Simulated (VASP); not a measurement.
Set up this calculation in VASP 6.6.1, as the native input.

```
Task                   : relaxation of cell and atoms
Functional             : PBE
Potentials or basis    : VASP PAW PBE potentials, release 64 (Ho_3, Al, Te), 4f in core
Cutoff                 : 500 eV
k mesh                 : 8 × 8 × 8
Occupations            : gaussian, width 0.1 eV
Spin                   : no spin polarisation
Dipole correction      : no
Further INCAR settings : ALGO = Normal; EDIFF = 1e-07; IBRION = 2; EDIFFG = -0.01; NSW = 100; ISIF = 3
```

The structure of HoAlTe3 lies in POSCAR:

```
HoAlTe3
1.0
    5.7797363004      0.0000000000      0.0000000000
    0.0000000000      3.1106797001      5.3979138056
    0.0000000000     -3.1106797001      5.3979138056
Ho Al Te
1 1 3
Direct
    0.0000000000      0.4433565709      0.4433565709
    0.5000000000      0.2105697249      0.2105697249
    0.0000000000      0.4419816785      0.9494316867
    0.5000000000      0.4663612890      0.4663612890
    0.0000000000      0.9494316867      0.4419816785
```

The cell was generated, and may not be a known phase.

One way to write it, as run:

INCAR

```
PREC = Accurate
ENCUT = 500
EDIFF = 1E-7
ISMEAR = 0
SIGMA = 0.1
LREAL = False
LASPH = True
NELM = 200
ALGO = Normal
ISIF = 3
LWAVE = False
LCHARG = False
GGA = PE
IBRION = 2
NSW = 100
EDIFFG = -0.01
GGA_COMPAT = False
NELMIN = 4
LMAXMIX = 6
```

KPOINTS

```
Automatic mesh
0
Gamma
  8 8 8
```

Potentials or basis: VASP PAW PBE potentials, release 64 (Ho_3, Al, Te), 4f in core.

Launch:

```sh
$ cat potpaw_PBE.64/Ho_3/POTCAR potpaw_PBE.64/Al/POTCAR potpaw_PBE.64/Te/POTCAR > POTCAR
$ mpirun -np 1 vasp_std > vasp.out
```

It gave:

```
Relaxed volume                        : 39.15 Å³/atom
Relaxed cell                          : a = 5.738 Å, b = 6.203 Å, c = 6.203 Å, α = 62.43°, β = 90.00°, γ = 90.00°
Space group after relaxing (to 0.1 Å) : Amm2 (No. 38)
Energy gained by relaxing             : 8.3 meV/atom
Ionic steps                           : 17
Pressure after relaxing               : 0.0 GPa
Largest force after relaxing          : 0.007 eV/Å
Band gap on the k mesh                : zero (bands 15 and 16 overlap by 1.14 eV)
```

Caveat: spin-orbit coupling is left out, which moves the levels of the heavy elements; the 4f electrons are frozen in the core, so they carry no moment and show no levels.

Run time: 33 min on 1 thread of Intel(R) Xeon(R) 6975P-C (Granite Rapids), on a shared host, peak memory 0.59 GiB.
